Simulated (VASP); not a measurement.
# MgO2 (R-3m) in VASP: further runs

MgO2 is run at these levels: r2SCAN; tasks: single point.

Everything below comes from runs of VASP 6.6.1. Logs are shortened: lines on timing, memory, paths and dates and some standing lists are left out, and cuts for length are marked.

**1. The cell of the first run**

The structure is trigonal, space group R-3m (No. 166). The conventional cell has a = 2.953 Å, b = 2.953 Å, c = 10.063 Å, α = 90.00°, β = 90.00°, γ = 120.00°. Mg (site symmetry -3m) has 6 O at 1.96 Å within 2.6 Å. Within 2.0 Å of O (site symmetry 3m) lie 1 O at 1.43 Å and 3 Mg at 1.96 Å.

**2. Single point, r2SCAN (strain -0.080 along x and y, -0.040 along z)**

File POSCAR:

```
MgO2
1.0
    1.4763801347      0.8523884682      3.3542197199
   -1.4763801347      0.8523884682      3.3542197199
    0.0000000000     -1.7047769364      3.3542197199
Mg O
1 2
Direct
    0.0000000000      0.0000000000      0.0000000000
    0.4287860000      0.4287860000      0.4287860000
    0.5712140000      0.5712140000      0.5712140000
```

File INCAR.step1:

```
ALGO     = Normal         # electronic algorithm
EDIFF    = 1E-5           # SCF threshold, eV
ENCUT    = 920            # plane-wave cutoff, eV
GGA      = PE             # functional
GGA_COMPAT= F            
ISMEAR   = 0              # smearing method
LASPH    = T              # aspherical terms in the spheres
LCHARG   = F              # write CHGCAR
LREAL    = F              # projectors in reciprocal space
LWAVE    = T              # write WAVECAR
NBANDS   = 18             # bands
NELM     = 120            # most SCF steps
PREC     = Accurate       # precision mode
SIGMA    = 0.05           # smearing width, eV
```

File INCAR.step2:

```
ALGO     = Normal         # electronic algorithm
EDIFF    = 1E-6           # SCF threshold, eV
ENCUT    = 920            # plane-wave cutoff, eV
GGA_COMPAT= F            
ISIF     = 2              # what is computed and relaxed
ISMEAR   = 0              # smearing method
ISTART   = 1            
LASPH    = T              # aspherical terms in the spheres
LCHARG   = F              # write CHGCAR
LMIXTAU  = T            
LREAL    = F              # projectors in reciprocal space
LWAVE    = F              # write WAVECAR
METAGGA  = R2SCAN         # meta-GGA
NBANDS   = 18             # bands
NELM     = 120            # most SCF steps
PREC     = Accurate       # precision mode
SIGMA    = 0.05           # smearing width, eV
```

File KPOINTS:

```
k-points
0
Gamma
  12 12 12
```

Potentials or basis: VASP PAW PBE potentials, release 64 (Mg_sv, O).

Started as:

```
$ cat potpaw_PBE.64/Mg_sv/POTCAR potpaw_PBE.64/O/POTCAR > POTCAR
$ cp INCAR.step1 INCAR
$ mpirun -np 1 vasp_std > vasp.out
$ cp INCAR.step2 INCAR
$ mpirun -np 1 vasp_std > vasp.out
```

OUTCAR:

```text
EDIFF = 1E-6
   ENCUT = 920
   ISIF = 2
   ISMEAR = 0
   ISTART = 1
   LASPH = T
   LREAL = F
   METAGGA = R2SCAN
   NELM = 120
   PREC = Accurate

 ion  position               nearest neighbor table
   1  0.000  0.000  0.000-   3 1.96   3 1.96   2 1.96   2 1.96   3 1.96   2 1.96
   2  0.429  0.429  0.429-   3 1.43   1 1.96   1 1.96   1 1.96
   3  0.571  0.571  0.571-   2 1.43   1 1.96   1 1.96   1 1.96

  LATTYP: Found a trigonal (rhomboedric) cell.
 ALAT       =     3.7625861229
 COS(alpha) =     0.6920689501

  Lattice vectors:

 A1 = (   1.4763801347,   0.8523884682,   3.3542197199)
 A2 = (  -1.4763801347,   0.8523884682,   3.3542197199)
 A3 = (   0.0000000000,  -1.7047769364,   3.3542197199)

Analysis of symmetry for initial positions (statically):
=====================================================================
 Subroutine PRICEL returns:
 Original cell was already a primitive cell.

 Routine SETGRP: Setting up the symmetry group for a
 trigonal (rhombohedral) supercell.

 Subroutine GETGRP returns: Found 12 space group operations
 (whereof 12 operations were pure point group operations)
 out of a pool of 12 trial point group operations.

The static configuration has the point symmetry D_3d.

Analysis of symmetry for dynamics (positions and initial velocities):
=====================================================================
 Subroutine PRICEL returns:
 Original cell was already a primitive cell.

 Routine SETGRP: Setting up the symmetry group for a
 trigonal (rhombohedral) supercell.

 Subroutine GETGRP returns: Found 12 space group operations
 (whereof 12 operations were pure point group operations)
 out of a pool of 12 trial point group operations.

The dynamic configuration has the point symmetry D_3d.

 Subroutine INISYM returns: Found 12 space group operations
 (whereof 12 operations are pure point group operations),
 and found     1 'primitive' translations

----------------------------------------------------------------------------------------

                                     Primitive cell

  volume of cell :      25.3267

  direct lattice vectors                    reciprocal lattice vectors
     1.476380135  0.852388468  3.354219720     0.338666166  0.195529002  0.099377310
    -1.476380135  0.852388468  3.354219720    -0.338666166  0.195529002  0.099377310
     0.000000000 -1.704776936  3.354219720     0.000000000 -0.391058004  0.099377310

  length of vectors
     3.762586123  3.762586123  3.762586123     0.403487562  0.403487562  0.403487562

  position of ions in fractional coordinates (direct lattice)
     0.000000000  0.000000000  0.000000000
     0.428786000  0.428786000  0.428786000
     0.571214000  0.571214000  0.571214000

  ion indices of the primitive-cell ions
   primitive index   ion index
                 1           1
                 2           2
                 3           3

----------------------------------------------------------------------------------------

 KPOINTS: k-points

Automatic generation of k-mesh.
 Grid dimensions read from file:
 generate k-points for:   12   12   12

 Generating k-lattice:

  Cartesian coordinates                     Fractional coordinates (reciprocal lattice)
     0.028222181  0.016294084  0.008281443     0.083333333 -0.000000000 -0.000000000
    -0.028222181  0.016294084  0.008281443    -0.000000000  0.083333333 -0.000000000
     0.000000000 -0.032588167  0.008281443    -0.000000000 -0.000000000  0.083333333

  Length of vectors
     0.033623963  0.033623963  0.033623963

  Shift w.r.t. Gamma in fractional coordinates (k-lattice)
     0.000000000  0.000000000  0.000000000

 Subroutine IBZKPT returns following result:
 ===========================================

 Found    189 irreducible k-points:

 Following reciprocal coordinates:
            Coordinates               Weight
  0.000000  0.000000  0.000000      1.000000
  0.083333 -0.000000 -0.000000      6.000000
  0.166667  0.000000  0.000000      6.000000
  0.250000 -0.000000  0.000000      6.000000
  0.333333 -0.000000  0.000000      6.000000
  0.416667 -0.000000 -0.000000      6.000000
[... 16 lines left out ...]
  0.500000  0.166667  0.000000     12.000000
 -0.416667  0.166667  0.000000     12.000000
 [... further k-points ...]
   k-points           NKPTS =    189   k-points in BZ     NKDIM =    189   number of bands    NBANDS=     18
   number of dos      NEDOS =    301   number of ions     NIONS =      3
   total plane-waves  NPLWV =  64000
   dimension x,y,z NGX =    40 NGY =   40 NGZ =   40
   dimension x,y,z NGXF=    80 NGYF=   80 NGZF=   80
   ions per type =               1   2
   NGX,Y,Z   is equivalent  to a cutoff of  17.67, 17.67, 17.67 a.u.
   NGXF,Y,Z  is equivalent  to a cutoff of  35.35, 35.35, 35.35 a.u.
 SYSTEM =  unknown system
   PREC   = accura    normal or accurate (medium, high low for compatibility)
   ISTART =      1    job   : 0-new  1-cont  2-samecut
   ICHARG =      0    charge: 1-file 2-atom 10-const
   ISPIN  =      1    spin polarized calculation?
   LNONCOLLINEAR =      F non collinear calculations
   LSORBIT =      F    spin-orbit coupling
   LASPH  =      T    aspherical Exc in radial PAW
   ENCUT  =  920.0 eV  67.62 Ry    8.22 a.u.   9.31  9.31  9.31*2*pi/ulx,y,z
   NELM   =    120;   NELMIN=  2; NELMDL=  0     # of ELM steps
   EDIFF  = 0.1E-05   stopping-criterion for ELM
   LREAL  =      F    real-space projection
   EDIFFG = 0.1E-04   stopping-criterion for IOM
   NSW    =      0    number of steps for IOM
   IBRION =     -1    ionic relax: 0-MD 1-quasi-New 2-CG
   NFREE  =      0    steps in history (QN), initial steepest desc. (CG)
   ISIF   =      2    stress and relaxation
   ISYM   =      2    0-nonsym 1-usesym 2-fastsym
   POTIM  = 0.5000    time-step for ionic-motion
   TEBEG  =    0.0;   TEEND  =   0.0 temperature during run
   PSTRESS=    0.0 pullay stress
   NELECT =      22.0000    total number of electrons
   NUPDOWN=      -1.0000    fix difference up-down
   EMIN   =  10.00;   EMAX   =-10.00  energy-range for DOS
   EFERMI =   0.00;   METHOD = LEGACY
   ISMEAR =     0;   SIGMA  =   0.05  broadening in eV -4-tet -1-fermi 0-gaus
   EFERMI_NEDOS =   21; number of points for ismear=-14 and -15
   IALGO  =     38    algorithm
   IMIX   =      4    mixing-type and parameters
     AMIX     =   0.40;   BMIX     =  1.00
     AMIX_MAG =   1.60;   BMIX_MAG =  1.00
  volume/ion in A,a.u.               =       8.44        56.97
  Fermi-wavevector in a.u.,A,eV,Ry     =   1.562031  2.951810 33.197396  2.439940
  Thomas-Fermi vector in A             =   2.665009
   LORBIT       =      0    0 simple, 1 ext, 2 COOP (PROOUT), +10 PAW based schemes
   METAGGA = R2SCAN    functional components
   LHFCALC =     F    Hartree Fock is set to
   AEXX    =    0.0000 exact exchange contribution
   IVDW    =     0    specifies the selected vdW correction
   LEPSILON=     F    determine dielectric tensor
   LRPA    =     F    only Hartree local field effects (RPA)
 non-spin polarized calculation
 Gauss-broadening in eV      SIGMA  =   0.05
  energy-cutoff  :      920.00
  volume of cell :       25.33
 maximum number of plane-waves:      1625
 NGX is ok and might be reduce to    40
   NGX = 19   NGY = 19   NGZ = 19

 number of electron      22.0000000 magnetization

 Free energy of the ion-electron system (eV)
  ---------------------------------------------------
  ext. energy  EPLUGINS =         0.00000000
  ---------------------------------------------------
  free energy    TOTEN  =       -21.16012717 eV

  energy without entropy =      -21.16012717  energy(sigma->0) =      -21.16012717

 E-fermi :   4.2168     XC(G=0): -12.1900

 val. band max:        3.8184821132   @ k =   0.5000   0.5000   0.5000
 cond. band min:       7.3774152288   @ k =   0.5000   0.5000   0.5000
 fundamental gap:      3.5589331156
 Fermi energy:         4.2168281587

 k-point     1 :       0.0000    0.0000    0.0000
  band No.  band energies     occupation
      1     -71.7129      2.00000
      2     -36.8444      2.00000
      3     -36.8222      2.00000
      4     -36.8222      2.00000
      5     -19.9782      2.00000
      6     -11.8749      2.00000
[... 10 lines left out ...]
     17      21.0376      0.00000
     18      24.5329      0.00000

 k-point     2 :       0.0833   -0.0000   -0.0000
  band No.  band energies     occupation
      1     -71.7124      2.00000
      2     -36.8433      2.00000
      3     -36.8287      2.00000
      4     -36.8235      2.00000
      5     -19.9272      2.00000
      6     -11.9026      2.00000
[... 10 lines left out ...]
     17      21.2933      0.00000
     18      24.1218      0.00000

 k-point     3 :       0.1667    0.0000    0.0000
  band No.  band energies     occupation
      1     -71.7111      2.00000
      2     -36.8468      2.00000
      3     -36.8400      2.00000
      4     -36.8269      2.00000
      5     -19.7848      2.00000
      6     -11.9779      2.00000
[... 10 lines left out ...]
     17      22.0394      0.00000
     18      23.2463      0.00000

 k-point     4 :       0.2500   -0.0000    0.0000
  band No.  band energies     occupation
      1     -71.7092      2.00000
      2     -36.8707      2.00000
      3     -36.8362      2.00000
      4     -36.8316      2.00000
      5     -19.5830      2.00000
      6     -12.0804      2.00000
[... 375 lines left out ...]
      4     -36.8316      2.00000
      5     -19.2484      2.00000
      6     -12.4324      2.00000
[... 10 lines left out ...]
     17      22.2667      0.00000
     18      24.5644      0.00000

 k-point    23 :       0.5000    0.1667    0.0000
  band No.  band energies     occupation
      1     -71.7056      2.00000
      2     -36.9049      2.00000
      3     -36.8535      2.00000
      4     -36.8289      2.00000
      5     -19.1307      2.00000
      6     -12.4116      2.00000
[... 10 lines left out ...]
     17      21.6751      0.00000
     18      24.9929      0.00000

 k-point    24 :      -0.4167    0.1667    0.0000
  band No.  band energies     occupation
      1     -71.7052      2.00000
      2     -36.9091      2.00000
      3     -36.8559      2.00000
      4     -36.8276      2.00000
      5     -19.1061      2.00000
      6     -12.3312      2.00000
[... 10 lines left out ...]
     17      21.5170      0.00000
     18      25.0636      0.00000

 [... further k-points ...]
[... 5 lines left out ...]
  --------------------------------------------------------------------------------------
  -------------------------------------------------------------------------------------
  Total        5.1353560      5.1353560      5.0030999      0.0000000      0.0000000      0.0000000
  in kB      324.8647729    324.8647729    316.4981996      0.0000000      0.0000000      0.0000000
  external PRESSURE =     322.0759151 kB  Pullay stress =       0.0000000 kB

 VOLUME and BASIS-vectors are now :
 -----------------------------------------------------------------------------
  energy-cutoff  :      920.00
  volume of cell :       25.33
      direct lattice vectors                 reciprocal lattice vectors
     1.476380135  0.852388468  3.354219720     0.338666166  0.195529002  0.099377310
    -1.476380135  0.852388468  3.354219720    -0.338666166  0.195529002  0.099377310
     0.000000000 -1.704776936  3.354219720     0.000000000 -0.391058004  0.099377310

 POSITION                                       TOTAL-FORCE (eV/Angst)
 -----------------------------------------------------------------------------------
      0.00000      0.00000      0.00000         0.000000      0.000000      0.000000
      0.00000      0.00000      4.31473         0.000000     -0.000000      0.234961
      0.00000      0.00000      5.74793         0.000000     -0.000000     -0.234961
 -----------------------------------------------------------------------------------
    total drift:                                0.000000     -0.000000      0.000000

  FREE ENERGIE OF THE ION-ELECTRON SYSTEM (eV)
  ---------------------------------------------------
  free  energy   TOTEN  =       -21.1601271653 eV

  energy  without entropy=      -21.1601271653  energy(sigma->0) =      -21.16012717
```

It took 15 min on 1 thread of Intel Xeon Platinum 8259CL at 2.50GHz (Skylake/Cascade Lake), shared host; peak memory 0.37 GiB.

Results:

| Item | Value |
| --- | --- |
| Free energy | -21.1601 eV |
| Pressure | 32.2 GPa |
| Largest force | 0.235 eV/Å |
| Band gap on the k mesh | 3.56 eV |

Forces in eV/Å, atoms in the order of the input:
```
Mg   0.000  0.000  0.000
O    0.000  0.000  0.235
O    0.000  0.000 -0.235
```

Caveat: the cell differs from its parent crystal (strain -0.080 along x and y, -0.040 along z); the cell stands under pressure; the PAW data sets were made with another functional, which shifts forces and pressure a little.

**3. Single point, r2SCAN (strain -0.040 along x and y, -0.080 along z)**

File POSCAR:

```
MgO2
1.0
    1.5405705754      0.8894488364      3.2144605649
   -1.5405705754      0.8894488364      3.2144605649
    0.0000000000     -1.7788976728      3.2144605649
Mg O
1 2
Direct
    0.0000000000      0.0000000000      0.0000000000
    0.4287860000      0.4287860000      0.4287860000
    0.5712140000      0.5712140000      0.5712140000
```

File INCAR.step1:

```
PREC = Accurate ; ENCUT = 920
ISMEAR = 0 ; SIGMA = 0.05
LREAL = F ; LASPH = T
NELM = 120 ; NBANDS = 18
GGA = PE ; ALGO = Normal
EDIFF = 1E-5 ; LWAVE = T
LCHARG = F ; GGA_COMPAT = F
```

File INCAR.step2:

```
PREC = Accurate ; ENCUT = 920
EDIFF = 1E-6 ; ISMEAR = 0
SIGMA = 0.05 ; LREAL = F
LASPH = T ; NELM = 120
ALGO = Normal ; ISIF = 2
LWAVE = F ; LCHARG = F
METAGGA = R2SCAN ; LMIXTAU = T
NBANDS = 18 ; ISTART = 1
GGA_COMPAT = F
```

File KPOINTS:

```
regular mesh
0
Gamma
  12 12 12
```

Potentials or basis: VASP PAW PBE potentials, release 64 (Mg_sv, O).

Started as:

```
$ cat potpaw_PBE.64/Mg_sv/POTCAR potpaw_PBE.64/O/POTCAR > POTCAR
$ cp INCAR.step1 INCAR
$ mpirun -np 1 vasp_std > vasp.out
$ cp INCAR.step2 INCAR
$ mpirun -np 1 vasp_std > vasp.out
```

Wall time 11 min (1 thread of Intel Xeon Platinum 8259CL at 2.50GHz (Skylake/Cascade Lake), shared host); peak memory 0.34 GiB.

It converged, with:

```
Free energy            : -21.1661 eV
Pressure               : 29.1 GPa
Largest force          : 2.681 eV/Å
Band gap on the k mesh : 4.34 eV (least direct gap 4.56 eV)
```

Forces on the atoms (eV/Å):
```
Mg   0.000  0.000  0.000
O    0.000  0.000 -2.681
O    0.000  0.000  2.681
```

Stress tensor (GPa, compression positive):
```
14.07  0.00  0.00
 0.00 14.07  0.00
 0.00  0.00 59.15
```

Levels at points of the mesh, in eV from the valence-band top:
```csv
k point,band 7,band 8,band 9,band 10,band 11,band 12,band 13,band 14,band 15,band 16
"(0.00, 0.00, 0.00)",-9.10,-4.67,-4.67,-1.19,-1.19,5.36,6.98,15.22,15.74,15.74
"(0.50, 0.00, 0.00)",-7.88,-7.70,-5.09,-1.64,-1.18,6.42,9.50,11.82,14.77,17.08
"(0.50, 0.50, 0.00)",-7.09,-6.92,-5.88,-2.41,-0.16,5.94,8.16,12.27,15.47,15.75
"(0.50, 0.50, 0.50)",-5.58,-5.38,-5.38,0.00,0.00,4.86,5.12,12.30,15.47,15.47
```

Caveat: the cell differs from its parent crystal (strain -0.040 along x and y, -0.080 along z); the stress differs along the axes, from 14 to 59 GPa; the PAW data sets were made with another functional, which shifts forces and pressure a little. A k mesh can miss the band edges.
